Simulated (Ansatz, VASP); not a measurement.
# KAg in VASP and in Ansatz

```
K Ag
1.0
     4.15069   -0.00310    0.00321
    -0.00318    4.14094    0.00189
     0.00830    0.00443    8.18987
K Ag
2 2
Direct
  0.49922 0.50081 0.25000
  0.50000 0.49918 0.75003
  0.99943 0.00010 0.00024
  0.00135 0.99991 0.49972
```

Change from the starting cell: cell x2, atoms moved at random (sigma 0.15 Å) and cell strained at random (1.5 %), then relaxed without symmetry.

Alike in both runs: functional PBE; k mesh 6 × 6 × 4; occupations gaussian, width 0.2 eV; no spin polarisation.

Ansatz relaxed the structure, and its values are those at the end. VASP's run is a single point on that final structure, the one shown.

|  | VASP | Ansatz |
| --- | --- | --- |
| version | VASP 6.6.1 | Ansatz 0.2.0 |
| potentials or method | VASP PAW PBE potentials, release 64 (K_sv, Ag), cutoff 520 eV | scalar-relativistic, plane waves, PAW |
| valence electrons in the cell | 40 | 56 |

|  | VASP | Ansatz | Ansatz less VASP |
| --- | --- | --- | --- |
| gap on the k mesh at the Fermi level (eV) | none | none | - |
| pressure (GPa) | 0.0 | 0.0 | 0.00 |

A gap of «none» marks a metal or a gap that the smearing closes. With one functional, cell and mesh, what is left measures potentials, basis and numerics. VASP's potentials hold 40 valence electrons a cell and Ansatz's 56, so a difference there can come from the potentials and not from the codes.
